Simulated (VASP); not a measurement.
# TiO2 (P4_2/mnm) in VASP: further runs

Runs on TiO2. Level: PBE. Tasks: single point.

All numbers are computed with VASP 6.6.1; they aren't measurements. Logs are shortened: lines on timing, memory, paths and dates and some standing lists are left out, and cuts for length are marked.

## 1. The cell of the first run

Symmetry: P4_2/mnm, No. 136, tetragonal system. The conventional cell has a = 4.725 Å, b = 4.725 Å, c = 3.016 Å, α = 90.00°, β = 90.00°, γ = 90.00°. Ti (site symmetry mmm) has 6 O at 1.99 to 2.04 Å within 2.6 Å. O (site symmetry m2m) has 3 Ti at 1.99 to 2.04 Å and 1 O at 2.60 Å within 2.7 Å.

## 2. Single point, PBE (11.22 Å³/atom)

Contents of INCAR:

```
SYSTEM = TiO2
PREC = Accurate
ENCUT = 520
EDIFF = 1E-6
ISMEAR = 0
SIGMA = 0.05
LREAL = .FALSE.
LASPH = .TRUE.
NELM = 80
ALGO = Normal
ISIF = 2
LWAVE = .FALSE.
LCHARG = .TRUE.
GGA = PE
LELF = .TRUE.
LVHAR = .TRUE.
NBANDS = 33
```

Contents of KPOINTS:

```
Automatic mesh
0
G
  8 8 10
  0 0 0
```

Contents of POSCAR:

```
TiO2
1.0
    4.7245569041      0.0000000000      0.0000000000
    0.0000000000      4.7245569041      0.0000000000
    0.0000000000      0.0000000000      3.0156659342
Ti O
2 4
Direct
    0.0000000000      0.0000000000      0.0000000000
    0.5000000000      0.5000000000      0.5000000000
    0.3050970583      0.3050970583      0.0000000000
    0.1949029417      0.8050970583      0.5000000000
    0.6949029417      0.6949029417      0.0000000000
    0.8050970583      0.1949029417      0.5000000000
```

Potentials or basis: VASP PAW PBE potentials, release 64 (Ti_sv, O).

Launch:

```bash
$ cat potpaw_PBE.64/Ti_sv/POTCAR potpaw_PBE.64/O/POTCAR > POTCAR
$ mpirun -np 1 vasp_std > vasp.out
```

OUTCAR:

```text
SYSTEM = TiO2
   PREC = Accurate
   ENCUT = 520
   EDIFF = 1E-6
   ISMEAR = 0
   LREAL = .FALSE.
   LASPH = .TRUE.
   NELM = 80
   ISIF = 2
   GGA = PE

 ion  position               nearest neighbor table
   1  0.000  0.000  0.000-   4 1.99   6 1.99   4 1.99   6 1.99   5 2.04   3 2.04
   2  0.500  0.500  0.500-   3 1.99   5 1.99   3 1.99   5 1.99   4 2.04   6 2.04
   3  0.305  0.305  0.000-   2 1.99   2 1.99   1 2.04
   4  0.195  0.805  0.500-   1 1.99   1 1.99   2 2.04
   5  0.695  0.695  0.000-   2 1.99   2 1.99   1 2.04
   6  0.805  0.195  0.500-   1 1.99   1 1.99   2 2.04

  LATTYP: Found a simple tetragonal cell.
 ALAT       =     4.7245569041
 C/A-ratio  =     0.6382960340

  Lattice vectors:

 A1 = (   4.7245569041,   0.0000000000,   0.0000000000)
 A2 = (   0.0000000000,   4.7245569041,   0.0000000000)
 A3 = (   0.0000000000,   0.0000000000,   3.0156659342)

Analysis of symmetry for initial positions (statically):
=====================================================================
 Subroutine PRICEL returns:
 Original cell was already a primitive cell.

 Routine SETGRP: Setting up the symmetry group for a
 simple tetragonal supercell.

 Subroutine GETGRP returns: Found 16 space group operations
 (whereof  8 operations were pure point group operations)
 out of a pool of 16 trial point group operations.

The static configuration has the point symmetry D_2h.
 The point group associated with its full space group is D_4h.

Analysis of symmetry for dynamics (positions and initial velocities):
=====================================================================
 Subroutine PRICEL returns:
 Original cell was already a primitive cell.

 Routine SETGRP: Setting up the symmetry group for a
 simple tetragonal supercell.

 Subroutine GETGRP returns: Found 16 space group operations
 (whereof  8 operations were pure point group operations)
 out of a pool of 16 trial point group operations.

The dynamic configuration has the point symmetry D_2h.
 The point group associated with its full space group is D_4h.

 Subroutine INISYM returns: Found 16 space group operations
 (whereof  8 operations are pure point group operations),
 and found     1 'primitive' translations

----------------------------------------------------------------------------------------
[... 101 lines left out ...]
   EDIFF  = 0.1E-05   stopping-criterion for ELM
   LREAL  =      F    real-space projection
   EDIFFG = 0.1E-04   stopping-criterion for IOM
   NSW    =      0    number of steps for IOM
   IBRION =     -1    ionic relax: 0-MD 1-quasi-New 2-CG
   NFREE  =      0    steps in history (QN), initial steepest desc. (CG)
   ISIF   =      2    stress and relaxation
   ISYM   =      2    0-nonsym 1-usesym 2-fastsym
   POTIM  = 0.5000    time-step for ionic-motion
   TEBEG  =    0.0;   TEEND  =   0.0 temperature during run
   PSTRESS=    0.0 pullay stress
   NELECT =      48.0000    total number of electrons
   NUPDOWN=      -1.0000    fix difference up-down
   EMIN   =  10.00;   EMAX   =-10.00  energy-range for DOS
   EFERMI =   0.00;   METHOD = LEGACY
   ISMEAR =     0;   SIGMA  =   0.05  broadening in eV -4-tet -1-fermi 0-gaus
   EFERMI_NEDOS =   21; number of points for ismear=-14 and -15
   IALGO  =     38    algorithm
   IMIX   =      4    mixing-type and parameters
     AMIX     =   0.40;   BMIX     =  1.00
     AMIX_MAG =   1.60;   BMIX_MAG =  1.00
  volume/ion in A,a.u.               =      11.22        75.71
  Fermi-wavevector in a.u.,A,eV,Ry     =   1.462582  2.763878 29.104834  2.139145
  Thomas-Fermi vector in A             =   2.578778
   LORBIT       =      0    0 simple, 1 ext, 2 COOP (PROOUT), +10 PAW based schemes
   GGA     = PE    functional components
   LHFCALC =     F    Hartree Fock is set to
   AEXX    =    0.0000 exact exchange contribution
   IVDW    =     0    specifies the selected vdW correction
   LEPSILON=     F    determine dielectric tensor
   LRPA    =     F    only Hartree local field effects (RPA)
 non-spin polarized calculation
 Gauss-broadening in eV      SIGMA  =   0.05
  energy-cutoff  :      520.00
  volume of cell :       67.31
 maximum number of plane-waves:      1847
 NGX is ok and might be reduce to    36
   NGX = 17   NGY = 17   NGZ = 11

 number of electron      47.9999984 magnetization

 Free energy of the ion-electron system (eV)
  ---------------------------------------------------
  ext. energy  EPLUGINS =         0.00000000
  ---------------------------------------------------
  free energy    TOTEN  =       -53.57666517 eV

  energy without entropy =      -53.57666517  energy(sigma->0) =      -53.57666517

 E-fermi :   4.3973     XC(G=0): -11.0119

 val. band max:        4.0652606975   @ k =   0.0000   0.0000   0.0000
 cond. band min:       5.7729981864   @ k =   0.0000   0.0000   0.0000
 fundamental gap:      1.7077374889
 Fermi energy:         4.3972951262

 k-point     1 :       0.0000    0.0000    0.0000
  band No.  band energies     occupation
      1     -53.0762      2.00000
      2     -53.0651      2.00000
      3     -29.3188      2.00000
      4     -29.3188      2.00000
      5     -29.1994      2.00000
      6     -29.1994      2.00000
[... 853 lines left out ...]
     32       9.3089      0.00000
     33       9.8107      0.00000

 [... further k-points ...]

------------------------ aborting loop because EDIFF is reached ----------------------------------------

  FORCE on cell =-STRESS in cart. coord.  units (eV):
  Direction    XX          YY          ZZ          XY          YZ          ZX
  --------------------------------------------------------------------------------------
  -------------------------------------------------------------------------------------
  Total       -3.8245540     -3.8245540     -4.9481187     -0.0000000      0.0000000      0.0000000
  in kB      -91.0303012    -91.0303012   -117.7728789     -0.0000000      0.0000000      0.0000000
  external PRESSURE =     -99.9444937 kB  Pullay stress =       0.0000000 kB

 VOLUME and BASIS-vectors are now :
 -----------------------------------------------------------------------------
  energy-cutoff  :      520.00
  volume of cell :       67.31
      direct lattice vectors                 reciprocal lattice vectors
     4.724556904  0.000000000  0.000000000     0.211660060  0.000000000  0.000000000
     0.000000000  4.724556904  0.000000000     0.000000000  0.211660060  0.000000000
     0.000000000  0.000000000  3.015665934     0.000000000  0.000000000  0.331601716

 POSITION                                       TOTAL-FORCE (eV/Angst)
 -----------------------------------------------------------------------------------
      0.00000      0.00000      0.00000         0.000000     -0.000000      0.000000
      2.36228      2.36228      1.50783         0.000000     -0.000000      0.000000
      1.44145      1.44145      0.00000         0.162179      0.162179     -0.000000
      0.92083      3.80373      1.50783        -0.162179      0.162179     -0.000000
      3.28311      3.28311      0.00000        -0.162179     -0.162179      0.000000
      3.80373      0.92083      1.50783         0.162179     -0.162179      0.000000
 -----------------------------------------------------------------------------------
    total drift:                               -0.000000      0.000000     -0.000000

  FREE ENERGIE OF THE ION-ELECTRON SYSTEM (eV)
  ---------------------------------------------------
  free  energy   TOTEN  =       -53.5766651677 eV

  energy  without entropy=      -53.5766651677  energy(sigma->0) =      -53.57666517
```

OSZICAR:

```text
N       E                     dE             d eps       ncg     rms          rms(c)
DAV:   1     0.646564176373E+03    0.64656E+03   -0.24222E+04  5940   0.169E+03
DAV:   2     0.270109827329E+02   -0.61955E+03   -0.57397E+03  6525   0.504E+02
DAV:   3    -0.669326902751E+02   -0.93944E+02   -0.92177E+02  8035   0.187E+02
DAV:   4    -0.715247139577E+02   -0.45920E+01   -0.45806E+01  8723   0.401E+01
DAV:   5    -0.717118664303E+02   -0.18715E+00   -0.18712E+00  7865   0.634E+00    0.293E+01
DAV:   6    -0.544085163058E+02    0.17303E+02   -0.81168E+01  7786   0.856E+01    0.128E+01
DAV:   7    -0.541025681167E+02    0.30595E+00   -0.16144E+01  7489   0.366E+01    0.866E+00
DAV:   8    -0.540805673017E+02    0.22001E-01   -0.59548E-01  7197   0.465E+00    0.807E+00
DAV:   9    -0.543155465579E+02   -0.23498E+00   -0.43664E+00  7686   0.205E+01    0.793E+00
DAV:  10    -0.535861534596E+02    0.72939E+00   -0.25889E+00  7491   0.146E+01    0.110E+00
DAV:  11    -0.535789961855E+02    0.71573E-02   -0.10541E-01  7253   0.279E+00    0.439E-01
DAV:  12    -0.535776320503E+02    0.13641E-02   -0.96762E-03  8221   0.641E-01    0.352E-01
DAV:  13    -0.535783970027E+02   -0.76495E-03   -0.79737E-03  7996   0.102E+00    0.336E-01
DAV:  14    -0.535771303030E+02    0.12667E-02   -0.13354E-03  7712   0.298E-01    0.186E-01
DAV:  15    -0.535766878093E+02    0.44249E-03   -0.14105E-03  7182   0.223E-01    0.418E-02
DAV:  16    -0.535766725984E+02    0.15211E-04   -0.10079E-04  8428   0.684E-02    0.337E-02
DAV:  17    -0.535766649651E+02    0.76334E-05   -0.14841E-05  8352   0.356E-02    0.931E-03
DAV:  18    -0.535766651677E+02   -0.20261E-06   -0.18895E-06  5656   0.147E-02
   1 F= -.53576665E+02 E0= -.53576665E+02  d E =-.310794E-23
```

stdout:

```text
POSCAR found type information on POSCAR TiO
 POSCAR found :  2 types and       6 ions
 scaLAPACK will be used
 LDA part: xc-table for (Slater+PW92), standard interpolation
 POSCAR, INCAR and KPOINTS ok, starting setup
 FFT: planning ... GRIDC
 FFT: planning ... GRID_SOFT
 FFT: planning ... GRID
 WAVECAR not read
 entering main loop
```

It took 6.1 min on 1 thread of Intel Xeon 8259CL, shared host; peak memory 0.28 GiB.

Results:

* Free energy: -53.5767 eV
* Pressure: -10.0 GPa
* Largest force: 0.229 eV/Å
* Band gap on the k mesh: 1.71 eV

Forces in eV/Å, atoms in the order of the input:
```
Ti   0.000  0.000  0.000
Ti   0.000  0.000  0.000
O    0.162  0.162  0.000
O   -0.162  0.162  0.000
O   -0.162 -0.162  0.000
O    0.162 -0.162  0.000
```

Stress tensor (GPa, compression positive):
```
 -9.10   0.00   0.00
  0.00  -9.10   0.00
  0.00   0.00 -11.78
```

Caveat: the cell stands under tension.

## 3. Single point, PBE (11.79 Å³/atom)

This run uses another cell than the first one, of 11.79 Å³/atom.

Contents of INCAR:

```
PREC = Accurate ; ENCUT = 520
EDIFF = 1E-7 ; ISMEAR = 0
SIGMA = 0.05 ; LREAL = False
LASPH = True ; NELM = 100
ALGO = Normal ; ISIF = 2
LWAVE = False ; LCHARG = False
GGA = PE ; NBANDS = 33
```

Contents of KPOINTS:

```
regular mesh
0
Gamma
  8 8 10
```

Changes to POSCAR since step 2:

```diff
@@ -2,5 +2,5 @@
 1.0
-    4.7245569041      0.0000000000      0.0000000000
-    0.0000000000      4.7245569041      0.0000000000
-    0.0000000000      0.0000000000      3.0156659342
+    4.9999293026      0.0000000000      0.0000000000
+    0.0000000000      4.9999293026      0.0000000000
+    0.0000000000      0.0000000000      2.8289599994
 Ti O
```

Potentials or basis: VASP PAW PBE potentials, release 64 (Ti_sv, O).

Launch:

```bash
$ cat potpaw_PBE.64/Ti_sv/POTCAR potpaw_PBE.64/O/POTCAR > POTCAR
$ mpirun -np 1 vasp_std > vasp.out
```

It took 6.8 min on 1 thread of Intel Xeon 8259CL, shared host; peak memory 0.3 GiB.

It converged, with:

```yaml
Free_energy: -52.9611 eV
Pressure: -12.7 GPa
Largest_force: 0.834 eV/Å
Band_gap_on_the_k_mesh: 1.72 eV (least direct gap 1.76 eV)
```

Forces on the atoms (eV/Å):
```
Ti   0.000  0.000  0.000
Ti   0.000  0.000  0.000
O    0.590  0.590  0.000
O   -0.590  0.590  0.000
O   -0.590 -0.590  0.000
O    0.590 -0.590  0.000
```

Stress tensor (GPa, compression positive):
```
-20.94   0.00   0.00
  0.00 -20.94   0.00
  0.00   0.00   3.76
```

Levels at points of the mesh, in eV from the valence-band top:
```csv
k point,band 22,band 23,band 24,band 25,band 26,band 27
"(0.00, 0.00, 0.00)",-0.25,-0.09,-0.05,1.73,1.84,2.83
"(0.50, 0.00, 0.00)",-0.57,-0.50,-0.50,2.29,2.29,3.08
"(0.50, 0.50, 0.00)",-0.83,-0.41,-0.41,1.72,1.72,2.84
"(0.00, 0.00, 0.50)",-1.31,-1.20,-1.20,2.79,2.79,3.33
"(0.50, 0.00, 0.50)",-1.65,-0.59,-0.59,2.06,2.06,3.55
"(0.50, 0.50, 0.50)",-0.69,-0.61,-0.61,2.60,2.60,3.02
```

Caveat: the cell stands under tension. A k mesh can miss the band edges.

## 4. Single point, PBE (11.79 Å³/atom)

This run uses another cell than the first one, of 11.79 Å³/atom.

Contents of INCAR:

```
ALGO = Normal
EDIFF = 1E-7
ENCUT = 520
GGA = PE
ISIF = 2
ISMEAR = 0
LASPH = T
LCHARG = F
LREAL = F
LWAVE = F
NBANDS = 33
NELM = 60
PREC = Accurate
SIGMA = 0.05
```

Contents of KPOINTS:

```
k-points
0
Gamma
  8 8 10
```

Changes to POSCAR since step 3:

```diff
@@ -2,5 +2,5 @@
 1.0
-    4.9999293026      0.0000000000      0.0000000000
-    0.0000000000      4.9999293026      0.0000000000
-    0.0000000000      0.0000000000      2.8289599994
+    4.7389978996      0.0000000000      0.0000000000
+    0.0000000000      4.7389978996      0.0000000000
+    0.0000000000      0.0000000000      3.1490641043
 Ti O
```

Launch:

```bash
$ cat potpaw_PBE.64/Ti_sv/POTCAR potpaw_PBE.64/O/POTCAR > POTCAR
$ mpirun -np 1 vasp_std > vasp.out
```

Run time: 7.3 min. Hardware: 1 thread of Intel Xeon 8259CL, shared host; peak memory 0.29 GiB.

The run converged. Its results:

| Property | Result |
| --- | --- |
| Free energy | -53.1760 eV |
| Pressure | -19.0 GPa |
| Largest force | 0.276 eV/Å |
| Band gap on the k mesh | 1.52 eV |

Forces in eV/Å, atoms in the order of the input:
```
Ti   0.000  0.000  0.000
Ti   0.000  0.000  0.000
O    0.195  0.195  0.000
O   -0.195  0.195  0.000
O   -0.195 -0.195  0.000
O    0.195 -0.195  0.000
```

Stress tensor (GPa, compression positive):
```
-14.91   0.00   0.00
  0.00 -14.91   0.00
  0.00   0.00 -27.28
```

Levels at points of the mesh, in eV from the valence-band top:
```tsv
k point	band 22	band 23	band 24	band 25	band 26	band 27
(0.00, 0.00, 0.00)	-0.43	-0.43	0.00	1.52	1.79	1.87
(0.50, 0.00, 0.00)	-1.71	-0.66	-0.66	2.06	2.06	2.40
(0.50, 0.50, 0.00)	-1.42	-1.03	-1.03	1.56	1.56	1.97
(0.00, 0.00, 0.50)	-2.07	-1.32	-1.32	2.35	2.35	2.44
(0.50, 0.00, 0.50)	-1.82	-0.90	-0.90	1.57	1.57	2.38
(0.50, 0.50, 0.50)	-1.13	-0.66	-0.66	2.14	2.14	2.39
```

Caveat: the cell stands under tension.

(Part 1 of 2 ends here.)
